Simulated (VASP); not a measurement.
Here is a VASP 6.6.1 calculation.

INCAR

```
SYSTEM = Tb4S
PREC = Accurate
ENCUT = 500
EDIFF = 1E-6
ISMEAR = 0
SIGMA = 0.1
LREAL = .FALSE.
LASPH = .TRUE.
NELM = 200
ALGO = Normal
ISIF = 2
LWAVE = .FALSE.
LCHARG = .FALSE.
GGA = PE
NBANDS = 29
GGA_COMPAT = .FALSE.
LMAXMIX = 6
```

The input KPOINTS:

```
Automatic mesh
0
G
  4 4 4
  0 0 0
```

File POSCAR:

```
Tb4S
1.0
    4.9740943900      0.0000000000      0.0000000000
    0.0000000000      4.9740943900      0.0000000000
    0.0000000000      0.0000000000      4.9740943900
Tb S
4 1
Direct
    0.5000000000      0.0000000000      0.0000000000
    0.0000000000      0.5000000000      0.0000000000
    0.0000000000      0.0000000000      0.5000000000
    0.5000000000      0.5000000000      0.5000000000
    0.0000000000      0.0000000000      0.0000000000
```

Potentials or basis: VASP PAW PBE potentials, release 64 (Tb_3, S), 4f in core.

Command:

```console
$ cat potpaw_PBE.64/Tb_3/POTCAR potpaw_PBE.64/S/POTCAR > POTCAR
$ mpirun -np 1 vasp_std > vasp.out
```

Problem. What does it give for the band gap on the k mesh?

Solution. Zero (bands 21 and 22 overlap by 2.88 eV).

Problem. Estimate the pressure.

Solution. 17.2 GPa.

Caveat: the cell stands under pressure; spin-orbit coupling is left out, which moves the levels of the heavy elements; the 4f electrons are frozen in the core, so they carry no moment and show no levels; the run has no spin polarisation, though such a crystal can be magnetic. Spin polarisation is off, so any magnetic state and its effect on volume and gap are missing.
